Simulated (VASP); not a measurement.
# La (Fm-3m) in VASP: a series of runs, part 2 of 2

VASP 6.6.1. The steps go on from the part before.

## (3) Single point, PBE

INCAR

```
PREC = Accurate ; ENCUT = 520
EDIFF = 1E-6 ; ISMEAR = 0
SIGMA = 0.05 ; LREAL = False
LASPH = True ; NELM = 80
ALGO = Normal ; ISIF = 2
LWAVE = False ; LCHARG = True
GGA = PE ; LELF = True
LVHAR = True ; NBANDS = 12
NELECT = 11.25
```

KPOINTS

```
regular mesh
0
Gamma
  12 12 12
```

POSCAR

```
La
1.0
    0.0000000000      2.6455000000      2.6455000000
    2.6455000000      0.0000000000      2.6455000000
    2.6455000000      2.6455000000      0.0000000000
La
1
Direct
    0.0000000000      0.0000000000      0.0000000000
```

Potentials or basis: VASP PAW PBE potentials, release 64 (La).

On the command line:

```console
$ cat potpaw_PBE.64/La/POTCAR > POTCAR
$ mpirun -np 1 vasp_std > vasp.out
```

OUTCAR:

```text
PREC = Accurate
   ENCUT = 520
   EDIFF = 1E-6
   ISMEAR = 0
   LREAL = False
   LASPH = True
   NELM = 80
   ISIF = 2
   GGA = PE
   NELECT = 11.25

 ion  position               nearest neighbor table
   1  0.000  0.000  0.000-

  LATTYP: Found a face centered cubic cell.
 ALAT       =     5.2910000000

  Lattice vectors:

 A1 = (   0.0000000000,   2.6455000000,   2.6455000000)
 A2 = (   2.6455000000,   0.0000000000,   2.6455000000)
 A3 = (   2.6455000000,   2.6455000000,   0.0000000000)

Analysis of symmetry for initial positions (statically):
=====================================================================
 Subroutine PRICEL returns:
 Original cell was already a primitive cell.

 Routine SETGRP: Setting up the symmetry group for a
 face centered cubic supercell.

 Subroutine GETGRP returns: Found 48 space group operations
 (whereof 48 operations were pure point group operations)
 out of a pool of 48 trial point group operations.

The static configuration has the point symmetry O_h .

Analysis of symmetry for dynamics (positions and initial velocities):
=====================================================================
 Subroutine PRICEL returns:
 Original cell was already a primitive cell.

 Routine SETGRP: Setting up the symmetry group for a
 face centered cubic supercell.

 Subroutine GETGRP returns: Found 48 space group operations
 (whereof 48 operations were pure point group operations)
 out of a pool of 48 trial point group operations.

The dynamic configuration has the point symmetry O_h .

 Subroutine INISYM returns: Found 48 space group operations
 (whereof 48 operations are pure point group operations),
 and found     1 'primitive' translations

----------------------------------------------------------------------------------------

                                     Primitive cell

  volume of cell :      37.0300

  direct lattice vectors                    reciprocal lattice vectors
[... 106 lines left out ...]
  volume/ion in A,a.u.               =      37.03       249.89
  Fermi-wavevector in a.u.,A,eV,Ry     =   1.100545  2.079729 16.479375  1.211200
  Thomas-Fermi vector in A             =   2.236958
   LORBIT       =      0    0 simple, 1 ext, 2 COOP (PROOUT), +10 PAW based schemes
   GGA     = PE    functional components
   LHFCALC =     F    Hartree Fock is set to
   AEXX    =    0.0000 exact exchange contribution
   IVDW    =     0    specifies the selected vdW correction
   LEPSILON=     F    determine dielectric tensor
   LRPA    =     F    only Hartree local field effects (RPA)
 non-spin polarized calculation
 Gauss-broadening in eV      SIGMA  =   0.05
  energy-cutoff  :      520.00
  volume of cell :       37.03
 maximum number of plane-waves:      1018
   NGX = 13   NGY = 13   NGZ = 13

 number of electron      11.2499999 magnetization

 Free energy of the ion-electron system (eV)
  ---------------------------------------------------
  ext. energy  EPLUGINS =         0.00000000
  ---------------------------------------------------
  free energy    TOTEN  =        -2.90990780 eV

  energy without entropy =       -2.90747473  energy(sigma->0) =       -2.90869127

 E-fermi :   7.9061     XC(G=0):  -9.7054

 val. band max:        7.8845579562   @ k =  -0.2500   0.2500   0.0833
 cond. band min:       7.9508149165   @ k =  -0.3333   0.3333   0.0000
 fundamental gap:      0.0662569602
 Fermi energy:         7.9060962205

 k-point     1 :       0.0000    0.0000    0.0000
  band No.  band energies     occupation
      1     -24.9738      2.00000
      2      -7.9645      2.00000
      3      -7.9645      2.00000
      4      -7.9645      2.00000
      5       4.5586      2.00000
      6       9.2100      0.00000
      7       9.2947      0.00000
      8       9.2947      0.00000
      9       9.2947      0.00000
     10       9.7313      0.00000
     11       9.7313      0.00000
     12       9.7313      0.00000
[... 331 lines left out ...]
 k-point    24 :      -0.4167    0.1667    0.0000
  band No.  band energies     occupation
      1     -24.7535      2.00000
      2      -9.2536      2.00000
      3      -8.4195      2.00000
      4      -8.1978      2.00000
      5       6.7126      2.00000
      6       7.9701      0.07042
      7       9.3495      0.00000
      8       9.3911      0.00000
      9       9.7001      0.00000
     10       9.7556      0.00000
     11       9.9749      0.00000
     12      10.2196      0.00000

 [... further k-points ...]
[... 5 lines left out ...]
  --------------------------------------------------------------------------------------
  -------------------------------------------------------------------------------------
  Total        2.4320537      2.4320537      2.4320537      0.0000000      0.0000000      0.0000000
  in kB      105.2277910    105.2277910    105.2277910      0.0000000      0.0000000      0.0000000
  external PRESSURE =     105.2277910 kB  Pullay stress =       0.0000000 kB

 VOLUME and BASIS-vectors are now :
 -----------------------------------------------------------------------------
  energy-cutoff  :      520.00
  volume of cell :       37.03
      direct lattice vectors                 reciprocal lattice vectors
     0.000000000  2.645500000  2.645500000    -0.189000189  0.189000189  0.189000189
     2.645500000  0.000000000  2.645500000     0.189000189 -0.189000189  0.189000189
     2.645500000  2.645500000  0.000000000     0.189000189  0.189000189 -0.189000189

 POSITION                                       TOTAL-FORCE (eV/Angst)
 -----------------------------------------------------------------------------------
      0.00000      0.00000      0.00000        -0.000000     -0.000000      0.000000
 -----------------------------------------------------------------------------------
    total drift:                                0.000000      0.000000      0.000000

  FREE ENERGIE OF THE ION-ELECTRON SYSTEM (eV)
  ---------------------------------------------------
  free  energy   TOTEN  =        -2.9099077982 eV

  energy  without entropy=       -2.9074747344  energy(sigma->0) =       -2.90869127
```

stdout:

```text
POSCAR found type information on POSCAR La
 POSCAR found :  1 types and       1 ions
 scaLAPACK will be used
 LDA part: xc-table for (Slater+PW92), standard interpolation
 POSCAR, INCAR and KPOINTS ok, starting setup
 FFT: planning ... GRIDC
 FFT: planning ... GRID_SOFT
 FFT: planning ... GRID
 WAVECAR not read
 entering main loop
 the old and the new charge density differ
 old charge density:    11.00000 new   11.25000
    0.230E+00
```

Run time: 20 s. Hardware: 1 thread of Intel Xeon 6975P-C (Granite Rapids), shared host; peak memory 0.19 GiB.

What came out:

```yaml
Free_energy: -2.9099 eV
```

Levels at points of the mesh, in eV from the Fermi level:
| k point | band 3 | band 4 | band 5 | band 6 | band 7 | band 8 | band 9 | band 10 |
| --- | --- | --- | --- | --- | --- | --- | --- | --- |
| (0.00, 0.00, 0.00) | -15.87 | -15.87 | -3.35 | 1.30 | 1.39 | 1.39 | 1.39 | 1.83 |
| (0.50, 0.00, 0.00) | -16.05 | -16.05 | -1.85 | 1.18 | 1.18 | 1.31 | 1.84 | 1.86 |
| (0.50, 0.50, 0.00) | -16.37 | -16.37 | -2.13 | -1.52 | 1.91 | 1.92 | 1.92 | 1.94 |

Caveat: the cell carries a net charge on a neutralising background, which shifts energy and pressure; the cell is charged against a uniform background, so pressure and absolute levels hang on convention; spin-orbit coupling is left out, which moves the levels of the heavy elements.

## (4) Single point, PBE

This run uses another cell than the first one, of 39.25 Å³/atom, 1.060 times its volume.

INCAR

```
ALGO     = Normal         # electronic algorithm
EDIFF    = 1E-7           # SCF threshold, eV
ENCUT    = 520            # plane-wave cutoff, eV
GGA      = PE             # functional
ISIF     = 2              # what is computed and relaxed
ISMEAR   = 0              # smearing method
LASPH    = True           # aspherical terms in the spheres
LCHARG   = False          # write CHGCAR
LREAL    = False          # projectors in reciprocal space
LWAVE    = False          # write WAVECAR
NBANDS   = 12             # bands
NELM     = 100            # most SCF steps
PREC     = Accurate       # precision mode
SIGMA    = 0.05           # smearing width, eV
```

KPOINTS

```
k-points
0
Gamma
  12 12 12
```

POSCAR

```
La
1.0
    0.0000000000      2.6973857217      2.6973857217
    2.6973857217      0.0000000000      2.6973857217
    2.6973857217      2.6973857217      0.0000000000
La
1
Direct
    0.0000000000      0.0000000000      0.0000000000
```

On the command line:

```console
$ cat potpaw_PBE.64/La/POTCAR > POTCAR
$ mpirun -np 1 vasp_std > vasp.out
```

Run time: 17 s. Hardware: 1 thread of Intel Xeon 6975P-C (Granite Rapids), shared host; peak memory 0.18 GiB.

It converged, with:

| Item | Value |
| --- | --- |
| Free energy | -4.8714 eV |
| Pressure | -1.5 GPa |

Levels at points of the mesh, in eV from the Fermi level:
| k point | band 2 | band 3 | band 4 | band 5 | band 6 | band 7 | band 8 | band 9 |
| --- | --- | --- | --- | --- | --- | --- | --- | --- |
| (0.00, 0.00, 0.00) | -16.01 | -16.01 | -16.01 | -3.18 | 1.28 | 1.47 | 1.47 | 1.47 |
| (0.50, 0.00, 0.00) | -17.18 | -16.16 | -16.16 | -1.63 | 1.29 | 1.29 | 1.29 | 1.71 |
| (0.50, 0.50, 0.00) | -17.10 | -16.43 | -16.43 | -1.81 | -1.24 | 1.77 | 1.79 | 1.79 |

Caveat: spin-orbit coupling is left out, which moves the levels of the heavy elements.
